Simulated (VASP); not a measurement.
# SnTe (F-43m) in VASP: notebook

SnTe is run at these levels: r2SCAN+D3(BJ), r2SCAN+rVV10, r2SCAN+D4; tasks: single point.

All numbers are computed with VASP 6.6.1; they aren't measurements. Logs are shortened: lines on timing, memory, paths and dates and some standing lists are left out, and cuts for length are marked.

## (1) The cell of the first run

It takes space group F-43m (No. 216, cubic). Conventional cell: a = 7.135 Å, b = 7.135 Å, c = 7.135 Å, α = 90.00°, β = 90.00°, γ = 90.00°. Te (site symmetry -43m) has 4 Sn at 3.09 Å within 4.1 Å. Within 4.1 Å of Sn (site symmetry -43m) lie 4 Te at 3.09 Å.

## (2) Single point, r2SCAN+D3(BJ)

The input, POSCAR:

```
SnTe
1.0
    0.0000000000      3.5677250276      3.5677250276
    3.5677250276      0.0000000000      3.5677250276
    3.5677250276      3.5677250276      0.0000000000
Te Sn
1 1
Direct
    0.2500000000      0.2500000000      0.2500000000
    0.0000000000      0.0000000000      0.0000000000
```

The input, INCAR.step1:

```
SYSTEM = SnTe
PREC     = Accurate       ! precision mode
ENCUT    = 520            ! plane-wave cutoff, eV
ISMEAR   = -1             ! smearing method
SIGMA    = 0.05           ! smearing width, eV
LREAL    = .False.        ! projectors in reciprocal space
LASPH    = .True.         ! aspherical terms in the spheres
NELM     = 80             ! most SCF steps
NBANDS   = 17             ! bands
GGA      = PE             ! functional
ALGO     = Normal         ! electronic algorithm
EDIFF    = 1E-4           ! SCF threshold, eV
LWAVE    = .True.         ! write WAVECAR
LCHARG   = .False.        ! write CHGCAR
```

The input, INCAR.step2:

```
SYSTEM = SnTe
PREC     = Accurate       ! precision mode
ENCUT    = 520            ! plane-wave cutoff, eV
EDIFF    = 1E-6           ! SCF threshold, eV
ISMEAR   = -1             ! smearing method
SIGMA    = 0.05           ! smearing width, eV
LREAL    = .False.        ! projectors in reciprocal space
LASPH    = .True.         ! aspherical terms in the spheres
NELM     = 80             ! most SCF steps
ALGO     = Normal         ! electronic algorithm
ISIF     = 2              ! what is computed and relaxed
LWAVE    = .False.        ! write WAVECAR
LCHARG   = .False.        ! write CHGCAR
METAGGA  = R2SCAN         ! meta-GGA
LMIXTAU  = .True.       
IVDW     = 12             ! dispersion correction
VDW_S6   = 1.0          
VDW_S8   = 0.78981345   
VDW_A1   = 0.49484001   
VDW_A2   = 5.73083694   
NBANDS   = 17             ! bands
ISTART   = 1
```

The input, KPOINTS:

```
regular mesh
0
Gamma
  7 7 7
  0 0 0
```

Potentials or basis: VASP PAW PBE potentials, release 64 (Te, Sn_d).

Run with:

```bash
$ cat potpaw_PBE.64/Te/POTCAR potpaw_PBE.64/Sn_d/POTCAR > POTCAR
$ cp INCAR.step1 INCAR
$ mpirun -np 1 vasp_std > vasp.out
$ cp INCAR.step2 INCAR
$ mpirun -np 1 vasp_std > vasp.out
```

OUTCAR:

```text
SYSTEM = SnTe
   PREC = Accurate
   ENCUT = 520
   EDIFF = 1E-6
   ISMEAR = -1
   LREAL = .False.
   LASPH = .True.
   NELM = 80
   ISIF = 2
   METAGGA = R2SCAN
   IVDW = 12
   ISTART = 1
 IVDW          = 12

 ion  position               nearest neighbor table
   1  0.250  0.250  0.250-   2 3.09   2 3.09   2 3.09   2 3.09
   2  0.000  0.000  0.000-   1 3.09   1 3.09   1 3.09   1 3.09

  LATTYP: Found a face centered cubic cell.
 ALAT       =     7.1354500552

  Lattice vectors:

 A1 = (   0.0000000000,   3.5677250276,   3.5677250276)
 A2 = (   3.5677250276,   0.0000000000,   3.5677250276)
 A3 = (   3.5677250276,   3.5677250276,   0.0000000000)

Analysis of symmetry for initial positions (statically):
=====================================================================
 Subroutine PRICEL returns:
 Original cell was already a primitive cell.

 Routine SETGRP: Setting up the symmetry group for a
 face centered cubic supercell.

 Subroutine GETGRP returns: Found 24 space group operations
 (whereof 24 operations were pure point group operations)
 out of a pool of 48 trial point group operations.

The static configuration has the point symmetry T_d .

Analysis of symmetry for dynamics (positions and initial velocities):
=====================================================================
 Subroutine PRICEL returns:
 Original cell was already a primitive cell.

 Routine SETGRP: Setting up the symmetry group for a
 face centered cubic supercell.

 Subroutine GETGRP returns: Found 24 space group operations
 (whereof 24 operations were pure point group operations)
 out of a pool of 48 trial point group operations.

The dynamic configuration has the point symmetry T_d .

 Subroutine INISYM returns: Found 24 space group operations
 (whereof 24 operations are pure point group operations),
 and found     1 'primitive' translations

----------------------------------------------------------------------------------------

                                     Primitive cell

  volume of cell :      90.8247

  direct lattice vectors                    reciprocal lattice vectors
     0.000000000  3.567725028  3.567725028    -0.140145330  0.140145330  0.140145330
     3.567725028  0.000000000  3.567725028     0.140145330 -0.140145330  0.140145330
     3.567725028  3.567725028  0.000000000     0.140145330  0.140145330 -0.140145330

  length of vectors
     5.045525121  5.045525121  5.045525121     0.242738831  0.242738831  0.242738831

  position of ions in fractional coordinates (direct lattice)
     0.250000000  0.250000000  0.250000000
[... 72 lines left out ...]
   NELM   =     80;   NELMIN=  2; NELMDL=  0     # of ELM steps
   EDIFF  = 0.1E-05   stopping-criterion for ELM
   LREAL  =      F    real-space projection
   EDIFFG = 0.1E-04   stopping-criterion for IOM
   NSW    =      0    number of steps for IOM
   IBRION =     -1    ionic relax: 0-MD 1-quasi-New 2-CG
   NFREE  =      0    steps in history (QN), initial steepest desc. (CG)
   ISIF   =      2    stress and relaxation
   ISYM   =      2    0-nonsym 1-usesym 2-fastsym
   POTIM  = 0.5000    time-step for ionic-motion
   TEBEG  =    0.0;   TEEND  =   0.0 temperature during run
   PSTRESS=    0.0 pullay stress
   NELECT =      20.0000    total number of electrons
   NUPDOWN=      -1.0000    fix difference up-down
   EMIN   =  10.00;   EMAX   =-10.00  energy-range for DOS
   EFERMI =   0.00;   METHOD = LEGACY
   ISMEAR =    -1;   SIGMA  =   0.05  broadening in eV -4-tet -1-fermi 0-gaus
   EFERMI_NEDOS =   21; number of points for ismear=-14 and -15
   IALGO  =     38    algorithm
   IMIX   =      4    mixing-type and parameters
     AMIX     =   0.40;   BMIX     =  1.00
     AMIX_MAG =   1.60;   BMIX_MAG =  1.00
  volume/ion in A,a.u.               =      45.41       306.46
  Fermi-wavevector in a.u.,A,eV,Ry     =   0.988591  1.868167 13.297148  0.977313
  Thomas-Fermi vector in A             =   2.120129
   LORBIT       =      0    0 simple, 1 ext, 2 COOP (PROOUT), +10 PAW based schemes
   METAGGA = R2SCAN    functional components
   LHFCALC =     F    Hartree Fock is set to
   AEXX    =    0.0000 exact exchange contribution
   IVDW    =    12    specifies the selected vdW correction
   LEPSILON=     F    determine dielectric tensor
   LRPA    =     F    only Hartree local field effects (RPA)
 non-spin polarized calculation
  energy-cutoff  :      520.00
  volume of cell :       90.82
 maximum number of plane-waves:      2463
 NGX is ok and might be reduce to    40
   NGX = 19   NGY = 19   NGZ = 19

 number of electron      20.0000006 magnetization

 Free energy of the ion-electron system (eV)
  ---------------------------------------------------
  ext. energy  EPLUGINS =         0.00000000
  ---------------------------------------------------
  free energy    TOTEN  =       -50.06656988 eV

  energy without entropy =      -50.06521767  energy(sigma->0) =      -50.06589377

 E-fermi :   3.4387     XC(G=0):  -8.1066

 val. band max:        3.2478772338   @ k =  -0.2857   0.4286   0.1429
 cond. band min:       3.5561679510   @ k =   0.4286   0.4286   0.0000
 fundamental gap:      0.3082907172
 Fermi energy:         3.4386553129

 k-point     1 :       0.0000    0.0000    0.0000
  band No.  band energies     occupation
      1     -19.1405      2.00000
      2     -19.1405      2.00000
      3     -19.1405      2.00000
      4     -19.1247      2.00000
      5     -19.1247      2.00000
      6      -8.8523      2.00000
[... 377 lines left out ...]
      4     -19.1251      2.00000
      5     -19.1241      2.00000
      6      -7.9745      2.00000
[... 9 lines left out ...]
     16      11.1927      0.00000
     17      12.5852      0.00000

------------------------ aborting loop because EDIFF is reached ----------------------------------------

 Edisp (eV)   -0.28178

 E8    (eV) :    -0.1062

  FORCE on cell =-STRESS in cart. coord.  units (eV):
  Direction    XX          YY          ZZ          XY          YZ          ZX
  --------------------------------------------------------------------------------------
  -------------------------------------------------------------------------------------
  Total      -0.00565    -0.00565    -0.00565    -0.00000     0.00000     0.00000
  in kB      -0.09966    -0.09966    -0.09966    -0.00000     0.00000     0.00000
  external pressure =       -0.10 kB  Pullay stress =        0.00 kB

 VOLUME and BASIS-vectors are now :
 -----------------------------------------------------------------------------
  energy-cutoff  :      520.00
  volume of cell :       90.82
      direct lattice vectors                 reciprocal lattice vectors
     0.000000000  3.567725028  3.567725028    -0.140145330  0.140145330  0.140145330
     3.567725028  0.000000000  3.567725028     0.140145330 -0.140145330  0.140145330
     3.567725028  3.567725028  0.000000000     0.140145330  0.140145330 -0.140145330

 POSITION                                       TOTAL-FORCE (eV/Angst)
 -----------------------------------------------------------------------------------
      1.78386      1.78386      1.78386        -0.000000     -0.000000     -0.000000
      0.00000      0.00000      0.00000         0.000000      0.000000      0.000000
 -----------------------------------------------------------------------------------
    total drift:                                0.000002      0.000002      0.000002

  FREE ENERGIE OF THE ION-ELECTRON SYSTEM (eV)
  ---------------------------------------------------
  free  energy   TOTEN  =       -50.3483505862 eV

  energy  without entropy=      -50.3469983756  energy(sigma->0) =      -50.34767448
```

OUTCAR.step1:

```text
SYSTEM = SnTe
   PREC = Accurate
   ENCUT = 520
   ISMEAR = -1
   LREAL = .False.
   LASPH = .True.
[... 614 lines left out ...]
      1.78386      1.78386      1.78386        -0.000000     -0.000000      0.000000
      0.00000      0.00000      0.00000         0.000000      0.000000     -0.000000
 -----------------------------------------------------------------------------------
    total drift:                               -0.000000     -0.000000     -0.000000

  FREE ENERGIE OF THE ION-ELECTRON SYSTEM (eV)
  ---------------------------------------------------
  free  energy   TOTEN  =        -7.0563761287 eV

  energy  without entropy=       -7.0542549632  energy(sigma->0) =       -7.05531555
```

It took 76 s on 1 thread of AMD EPYC 9R45 (Zen 5), shared host; peak memory 0.24 GiB.

What came out:

```
Free energy                : -50.3484 eV
Pressure                   : 0.0 GPa
Band gap on the k mesh     : 0.31 eV (least direct gap 0.88 eV)
Dispersion energy per atom : -0.141 eV
```

Levels at points of the mesh, in eV from the valence-band top:
```csv
k point,band 8,band 9,band 10,band 11,band 12,band 13
"(0.00, 0.00, 0.00)",-2.06,-2.06,-2.06,1.21,1.21,1.21
```

Caveat: semilocal functionals underestimate gaps, and a narrow one can read as zero; the PAW data sets were made with another functional, which shifts forces and pressure a little; spin-orbit coupling is left out, which moves the levels of the heavy elements; an odd mesh through Γ misses points on the zone boundary, where band edges can lie.

[end of part 1 of 2]
